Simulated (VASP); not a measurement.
# As (R-3m) in VASP: single point with r2SCAN

Aim: the single point of As with r2SCAN.

Everything below comes from runs of VASP 6.6.1. Logs are shortened: lines on timing, memory, paths and dates and some standing lists are left out, and cuts for length are marked.

**1. The cell of the first run**

The structure is trigonal, space group R-3m (No. 166). The conventional cell has a = 3.589 Å, b = 3.589 Å, c = 15.186 Å, α = 90.00°, β = 90.00°, γ = 120.00°. As (site symmetry 3m) has 3 As at 2.48 Å within 3.3 Å.

**2. Single point, r2SCAN**

The input, POSCAR:

```
As
1.0
    1.7947295005      1.0361875602      5.0619263605
   -1.7947295005      1.0361875602      5.0619263605
    0.0000000000     -2.0723751204      5.0619263605
As
2
Direct
    0.7883959999      0.7883959999      0.7883959999
    0.2116040001      0.2116040001      0.2116040001
```

The input, INCAR.step1:

```
SYSTEM = As
PREC     = Accurate       ! precision mode
ENCUT    = 560            ! plane-wave cutoff, eV
ISMEAR   = -1             ! smearing method
SIGMA    = 0.1            ! smearing width, eV
LREAL    = .False.        ! projectors in reciprocal space
LASPH    = .True.         ! aspherical terms in the spheres
NELM     = 120            ! most SCF steps
NBANDS   = 22             ! bands
GGA      = PE             ! functional
ALGO     = Normal         ! electronic algorithm
EDIFF    = 1E-5           ! SCF threshold, eV
LWAVE    = .True.         ! write WAVECAR
LCHARG   = .False.        ! write CHGCAR
GGA_COMPAT= .False.
```

The input, INCAR.step2:

```
SYSTEM = As
PREC     = Accurate       ! precision mode
ENCUT    = 560            ! plane-wave cutoff, eV
EDIFF    = 1E-6           ! SCF threshold, eV
ISMEAR   = -1             ! smearing method
SIGMA    = 0.1            ! smearing width, eV
LREAL    = .False.        ! projectors in reciprocal space
LASPH    = .True.         ! aspherical terms in the spheres
NELM     = 120            ! most SCF steps
ALGO     = Normal         ! electronic algorithm
ISIF     = 2              ! what is computed and relaxed
LWAVE    = .False.        ! write WAVECAR
LCHARG   = .True.         ! write CHGCAR
METAGGA  = R2SCAN         ! meta-GGA
LMIXTAU  = .True.       
LELF     = .True.         ! ELF
LVHAR    = .True.       
NBANDS   = 22             ! bands
ISTART   = 1            
GGA_COMPAT= .False.
```

The input, KPOINTS:

```
Automatic mesh
0
Gamma
  12 12 12
  0 0 0
```

Potentials or basis: VASP PAW PBE potentials, release 64 (As_d).

Started as:

```sh
cat potpaw_PBE.64/As_d/POTCAR > POTCAR
cp INCAR.step1 INCAR
mpirun -np 1 vasp_std > vasp.out
cp INCAR.step2 INCAR
mpirun -np 1 vasp_std > vasp.out
```

OUTCAR:

```text
SYSTEM = As
   PREC = Accurate
   ENCUT = 560
   EDIFF = 1E-6
   ISMEAR = -1
   LREAL = .False.
   LASPH = .True.
   NELM = 120
   ISIF = 2
   METAGGA = R2SCAN
   ISTART = 1

 ion  position               nearest neighbor table
   1  0.788  0.788  0.788-   2 2.48   2 2.48   2 2.48
   2  0.212  0.212  0.212-   1 2.48   1 2.48   1 2.48

  LATTYP: Found a trigonal (rhomboedric) cell.
 ALAT       =     5.4697200220
 COS(alpha) =     0.7846733394

  Lattice vectors:

 A1 = (   1.7947295005,   1.0361875602,   5.0619263605)
 A2 = (  -1.7947295005,   1.0361875602,   5.0619263605)
 A3 = (   0.0000000000,  -2.0723751204,   5.0619263605)

Analysis of symmetry for initial positions (statically):
=====================================================================
 Subroutine PRICEL returns:
 Original cell was already a primitive cell.

 Routine SETGRP: Setting up the symmetry group for a
 trigonal (rhombohedral) supercell.

 Subroutine GETGRP returns: Found 12 space group operations
 (whereof 12 operations were pure point group operations)
 out of a pool of 12 trial point group operations.

The static configuration has the point symmetry D_3d.

Analysis of symmetry for dynamics (positions and initial velocities):
=====================================================================
 Subroutine PRICEL returns:
 Original cell was already a primitive cell.

 Routine SETGRP: Setting up the symmetry group for a
 trigonal (rhombohedral) supercell.

 Subroutine GETGRP returns: Found 12 space group operations
 (whereof 12 operations were pure point group operations)
 out of a pool of 12 trial point group operations.

The dynamic configuration has the point symmetry D_3d.

 Subroutine INISYM returns: Found 12 space group operations
 (whereof 12 operations are pure point group operations),
 and found     1 'primitive' translations

----------------------------------------------------------------------------------------

                                     Primitive cell

  volume of cell :      56.4813

  direct lattice vectors                    reciprocal lattice vectors
     1.794729500  1.036187560  5.061926361     0.278593515  0.160846041  0.065851083
    -1.794729500  1.036187560  5.061926361    -0.278593515  0.160846041  0.065851083
     0.000000000 -2.072375120  5.061926361     0.000000000 -0.321692082  0.065851083

  length of vectors
     5.469720022  5.469720022  5.469720022     0.328362849  0.328362849  0.328362849

  position of ions in fractional coordinates (direct lattice)
     0.788396000  0.788396000  0.788396000
     0.211604000  0.211604000  0.211604000

  ion indices of the primitive-cell ions
   primitive index   ion index
                 1           1
                 2           2

----------------------------------------------------------------------------------------

 KPOINTS: Automatic mesh

Automatic generation of k-mesh.
 Grid dimensions read from file:
 generate k-points for:   12   12   12

 Generating k-lattice:

  Cartesian coordinates                     Fractional coordinates (reciprocal lattice)
     0.023216126  0.013403837  0.005487590     0.083333333 -0.000000000 -0.000000000
    -0.023216126  0.013403837  0.005487590    -0.000000000  0.083333333 -0.000000000
     0.000000000 -0.026807673  0.005487590    -0.000000000 -0.000000000  0.083333333

  Length of vectors
     0.027363571  0.027363571  0.027363571

  Shift w.r.t. Gamma in fractional coordinates (k-lattice)
     0.000000000  0.000000000  0.000000000

 Subroutine IBZKPT returns following result:
 ===========================================

 Found    189 irreducible k-points:

 Following reciprocal coordinates:
            Coordinates               Weight
  0.000000  0.000000  0.000000      1.000000
  0.083333  0.000000  0.000000      6.000000
  0.166667  0.000000  0.000000      6.000000
  0.250000  0.000000  0.000000      6.000000
  0.333333  0.000000  0.000000      6.000000
  0.416667  0.000000  0.000000      6.000000
[... 16 lines left out ...]
  0.500000  0.166667  0.000000     12.000000
 -0.416667  0.166667  0.000000     12.000000
 [... further k-points ...]
   k-points           NKPTS =    189   k-points in BZ     NKDIM =    189   number of bands    NBANDS=     22
   number of dos      NEDOS =    301   number of ions     NIONS =      2
   total plane-waves  NPLWV =  74088
   dimension x,y,z NGX =    42 NGY =   42 NGZ =   42
   dimension x,y,z NGXF=    84 NGYF=   84 NGZF=   84
   ions per type =               2
   NGX,Y,Z   is equivalent  to a cutoff of  12.77, 12.77, 12.77 a.u.
   NGXF,Y,Z  is equivalent  to a cutoff of  25.53, 25.53, 25.53 a.u.
 SYSTEM =  As
   PREC   = accura    normal or accurate (medium, high low for compatibility)
   ISTART =      1    job   : 0-new  1-cont  2-samecut
   ICHARG =      0    charge: 1-file 2-atom 10-const
   ISPIN  =      1    spin polarized calculation?
   LNONCOLLINEAR =      F non collinear calculations
   LSORBIT =      F    spin-orbit coupling
   LASPH  =      T    aspherical Exc in radial PAW
   ENCUT  =  560.0 eV  41.16 Ry    6.42 a.u.  10.55 10.55 10.55*2*pi/ulx,y,z
   NELM   =    120;   NELMIN=  2; NELMDL=  0     # of ELM steps
   EDIFF  = 0.1E-05   stopping-criterion for ELM
   LREAL  =      F    real-space projection
   EDIFFG = 0.1E-04   stopping-criterion for IOM
   NSW    =      0    number of steps for IOM
   IBRION =     -1    ionic relax: 0-MD 1-quasi-New 2-CG
   NFREE  =      0    steps in history (QN), initial steepest desc. (CG)
   ISIF   =      2    stress and relaxation
   ISYM   =      2    0-nonsym 1-usesym 2-fastsym
   POTIM  = 0.5000    time-step for ionic-motion
   TEBEG  =    0.0;   TEEND  =   0.0 temperature during run
   PSTRESS=    0.0 pullay stress
   NELECT =      30.0000    total number of electrons
   NUPDOWN=      -1.0000    fix difference up-down
   EMIN   =  10.00;   EMAX   =-10.00  energy-range for DOS
   EFERMI =   0.00;   METHOD = LEGACY
   ISMEAR =    -1;   SIGMA  =   0.10  broadening in eV -4-tet -1-fermi 0-gaus
   EFERMI_NEDOS =   21; number of points for ismear=-14 and -15
   IALGO  =     38    algorithm
   IMIX   =      4    mixing-type and parameters
     AMIX     =   0.40;   BMIX     =  1.00
     AMIX_MAG =   1.60;   BMIX_MAG =  1.00
  volume/ion in A,a.u.               =      28.24       190.58
  Fermi-wavevector in a.u.,A,eV,Ry     =   1.325807  2.505413 23.915848  1.757765
  Thomas-Fermi vector in A             =   2.455241
   LORBIT       =      0    0 simple, 1 ext, 2 COOP (PROOUT), +10 PAW based schemes
   METAGGA = R2SCAN    functional components
   LHFCALC =     F    Hartree Fock is set to
   AEXX    =    0.0000 exact exchange contribution
   IVDW    =     0    specifies the selected vdW correction
   LEPSILON=     F    determine dielectric tensor
   LRPA    =     F    only Hartree local field effects (RPA)
 non-spin polarized calculation
  energy-cutoff  :      560.00
  volume of cell :       56.48
 maximum number of plane-waves:      1714
   NGX = 21   NGY = 21   NGZ = 21

 number of electron      30.0000000 magnetization

 Free energy of the ion-electron system (eV)
  ---------------------------------------------------
  ext. energy  EPLUGINS =         0.00000000
  ---------------------------------------------------
  free energy    TOTEN  =       -29.48585303 eV

  energy without entropy =      -29.48488931  energy(sigma->0) =      -29.48537117

 E-fermi :   1.6830     XC(G=0):  -9.7211

 val. band max:        1.4358702286   @ k =   0.5000   0.5000   0.5000
 cond. band min:       1.9887269578   @ k =   0.3333   0.0000   0.0000
 fundamental gap:      0.5528567292
 Fermi energy:         1.6829867582

 k-point     1 :       0.0000    0.0000    0.0000
  band No.  band energies     occupation
      1     -35.3929      2.00000
      2     -35.3929      2.00000
      3     -35.3457      2.00000
      4     -35.3457      2.00000
      5     -35.2892      2.00000
      6     -35.2613      2.00000
[... 14 lines left out ...]
     21      11.0988      0.00000
     22      11.4952      0.00000

 k-point     2 :       0.0833    0.0000    0.0000
  band No.  band energies     occupation
      1     -35.3927      2.00000
      2     -35.3907      2.00000
      3     -35.3451      2.00000
      4     -35.3438      2.00000
      5     -35.2891      2.00000
      6     -35.2625      2.00000
[... 14 lines left out ...]
     21      10.9536      0.00000
     22      11.4329      0.00000

 k-point     3 :       0.1667    0.0000    0.0000
  band No.  band energies     occupation
      1     -35.3921      2.00000
      2     -35.3844      2.00000
      3     -35.3432      2.00000
      4     -35.3387      2.00000
      5     -35.2887      2.00000
      6     -35.2661      2.00000
[... 14 lines left out ...]
     21      10.9844      0.00000
     22      12.1041      0.00000

 k-point     4 :       0.2500    0.0000    0.0000
  band No.  band energies     occupation
      1     -35.3912      2.00000
      2     -35.3752      2.00000
      3     -35.3398      2.00000
      4     -35.3308      2.00000
      5     -35.2882      2.00000
      6     -35.2717      2.00000
[... 14 lines left out ...]
     21      11.6283      0.00000
     22      12.6796      0.00000

 k-point     5 :       0.3333    0.0000    0.0000
  band No.  band energies     occupation
      1     -35.3901      2.00000
      2     -35.3658      2.00000
      3     -35.3332      2.00000
      4     -35.3213      2.00000
      5     -35.2886      2.00000
      6     -35.2792      2.00000
[... 417 lines left out ...]
 k-point    22 :       0.4167    0.1667    0.0000
  band No.  band energies     occupation
      1     -35.3909      2.00000
      2     -35.3578      2.00000
      3     -35.3336      2.00000
      4     -35.3180      2.00000
      5     -35.2872      2.00000
      6     -35.2848      2.00000
[... 14 lines left out ...]
     21      12.2128      0.00000
     22      13.2100      0.00000

 k-point    23 :       0.5000    0.1667    0.0000
  band No.  band energies     occupation
      1     -35.3905      2.00000
      2     -35.3503      2.00000
      3     -35.3247      2.00000
      4     -35.3083      2.00000
      5     -35.2962      2.00000
      6     -35.2880      2.00000
[... 14 lines left out ...]
     21      12.0632      0.00000
     22      13.6293      0.00000

 k-point    24 :      -0.4167    0.1667    0.0000
  band No.  band energies     occupation
      1     -35.3903      2.00000
      2     -35.3480      2.00000
      3     -35.3145      2.00000
      4     -35.3088      2.00000
      5     -35.2968      2.00000
      6     -35.2942      2.00000
[... 14 lines left out ...]
     21      12.0341      0.00000
     22      14.0541      0.00000

 [... further k-points ...]

------------------------ aborting loop because EDIFF is reached ----------------------------------------

  FORCE on cell =-STRESS in cart. coord.  units (eV):
  Direction    XX          YY          ZZ          XY          YZ          ZX
  --------------------------------------------------------------------------------------
  -------------------------------------------------------------------------------------
  Total        0.0278169      0.0278169      0.0549486      0.0000000      0.0000000      0.0000000
  in kB        0.7890680      0.7890680      1.5587021      0.0000000      0.0000000      0.0000000
  external PRESSURE =       1.0456127 kB  Pullay stress =       0.0000000 kB

 VOLUME and BASIS-vectors are now :
 -----------------------------------------------------------------------------
  energy-cutoff  :      560.00
  volume of cell :       56.48
      direct lattice vectors                 reciprocal lattice vectors
     1.794729500  1.036187560  5.061926361     0.278593515  0.160846041  0.065851083
    -1.794729500  1.036187560  5.061926361    -0.278593515  0.160846041  0.065851083
     0.000000000 -2.072375120  5.061926361     0.000000000 -0.321692082  0.065851083

 POSITION                                       TOTAL-FORCE (eV/Angst)
 -----------------------------------------------------------------------------------
      0.00000      0.00000     11.97241         0.000000      0.000000     -0.038818
      0.00000      0.00000      3.21337         0.000000     -0.000000      0.038818
 -----------------------------------------------------------------------------------
    total drift:                               -0.000000      0.000000     -0.000000

  FREE ENERGIE OF THE ION-ELECTRON SYSTEM (eV)
  ---------------------------------------------------
  free  energy   TOTEN  =       -29.4858530299 eV

  energy  without entropy=      -29.4848893124  energy(sigma->0) =      -29.48537117
```

Wall time 25 min (1 thread of Intel Xeon Platinum 8259CL at 2.50GHz (Skylake/Cascade Lake), shared host); peak memory 0.41 GiB.

Results:

- Free energy: -29.4859 eV
- Pressure: 0.1 GPa
- Largest force: 0.039 eV/Å

Forces in eV/Å, atoms in the order of the input:
```
As   0.000  0.000 -0.039
As   0.000  0.000  0.039
```

Caveat: the PAW data sets were made with another functional, which shifts forces and pressure a little.
